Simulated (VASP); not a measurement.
Write the native input for VASP 6.6.1 that does the following.

```
Task                   : single point
Functional             : PBE
Potentials or basis    : VASP PAW PBE potentials, release 64 (Zn)
Cutoff                 : 520 eV
k mesh                 : 19 × 19 × 10
Occupations            : methfessel-paxton, width 0.05 eV
Spin                   : no spin polarisation
Dipole correction      : no
Further INCAR settings : ALGO = Normal; EDIFF = 1e-06; NBANDS = 19
```

The structure of Zn lies in POSCAR:

```
Zn
1.0
    2.6606567560      0.0000000000      0.0000000000
   -1.3303283780      2.3041963414      0.0000000000
    0.0000000000      0.0000000000      4.9365095117
Zn
2
Direct
    0.3333333333      0.6666666667      0.2500000000
    0.6666666667      0.3333333333      0.7500000000
```

One way to write it, as run:

INCAR

```
SYSTEM = Zn
ALGO = Normal ; EDIFF = 1E-6
ENCUT = 520 ; GGA = PE
ISIF = 2 ; ISMEAR = 1
LASPH = .True. ; LCHARG = .True.
LELF = .True. ; LREAL = .False.
LVHAR = .True. ; LWAVE = .False.
NBANDS = 19 ; NELM = 60
PREC = Accurate ; SIGMA = 0.05
```

KPOINTS

```
k-points
0
Gamma
  19 19 10
  0 0 0
```

Potentials or basis: VASP PAW PBE potentials, release 64 (Zn).

The run is started by

```sh
$ cat potpaw_PBE.64/Zn/POTCAR > POTCAR
$ mpirun -np 1 vasp_std > vasp.out
```

It gave:

| Property | Result |
| --- | --- |
| Pressure | 0.3 GPa |
| Band gap on the k mesh | zero (band 12 reaches 4.83 eV, above the bottom of band 13 at 0.12 eV) |

Wall time 40 s on 1 thread of Intel(R) Xeon(R) 6975P-C (Granite Rapids), on a shared host, peak memory 0.22 GiB.
